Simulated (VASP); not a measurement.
Crystal: Ir.

```
Ir
1.0
     0.00000    1.92829    1.92829
     1.92829    0.00000    1.92829
     1.92829    1.92829    0.00000
Ir
1
Cartesian
  0.0000 0.0000 0.0000
```

Base run:

```yaml
Program: VASP 6.6.1
Functional: PBE
Potentials_or_basis: VASP PAW PBE potentials, release 64 (Ir)
Cutoff: 520 eV
k_mesh: 12 × 12 × 12
Occupations: fermi-dirac, width 0.05 eV
Spin: no spin polarisation
```

Its results: pressure 4.0 GPa.

Problem. The run is repeated on the same cell with these changes: functional from PBE to r2SCAN; further incar settings from ALGO = Fast; EDIFF = 1e-06; NBANDS = 10 to ALGO = Normal; EDIFF = 1e-07; NBANDS = 10. What comes out?

Solution. Pressure -1.6 GPa.

Caveats: the PAW data sets were made with another functional, which shifts forces and pressure a little (some runs).
